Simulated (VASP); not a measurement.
## Ru: single point with PBE+D3(BJ)

The system is Ru.

```xyz
2
Lattice="2.7058 0.0000 0.0000 -1.3529 2.3433 0.0000 0.0000 0.0000 4.2819" Properties=species:S:1:pos:R:3 pbc="T T T"
Ru    0.0000    1.5622    1.0705
Ru    1.3529    0.7811    3.2114
```

- Program: VASP 6.6.1
- Task: single point
- Functional: PBE
- Dispersion: D3(BJ)
- Potentials or basis: VASP PAW PBE potentials, release 64 (Ru_pv)
- Cutoff: 520 eV
- k mesh: 9 × 9 × 4
- Occupations: gaussian, width 0.1 eV
- Spin: no spin polarisation

```json
{
  "Pressure": "-3.1 GPa",
  "Band gap on the k mesh": "zero (band 14 reaches 14.31 eV, above the bottom of band 15 at 11.27 eV)",
  "Dispersion energy per atom": "-0.624 eV"
}
```

Stress tensor (GPa, compression positive):
```
-2.25  0.00  0.00
 0.00 -2.25  0.00
 0.00  0.00 -4.75
```

Levels at points of the mesh, in eV from the Fermi level:
```
           k point  band 12  band 13  band 14  band 15  band 16  band 17
(0.00, 0.00, 0.00)    -2.08    -2.08    -1.57    -1.57     1.00     1.00
(0.00, 0.00, 0.50)    -2.93    -2.89    -2.89     0.37     0.37     0.37
```

Wall time 8.4 s on 1 thread of AMD EPYC 9R45 96-Core Processor (Zen 5), with other jobs on the host, peak memory 0.12 GiB.

Caveat: the k points lie up to 0.37 Å⁻¹ apart; pairwise dispersion overbinds metals, which lowers pressure and volume.
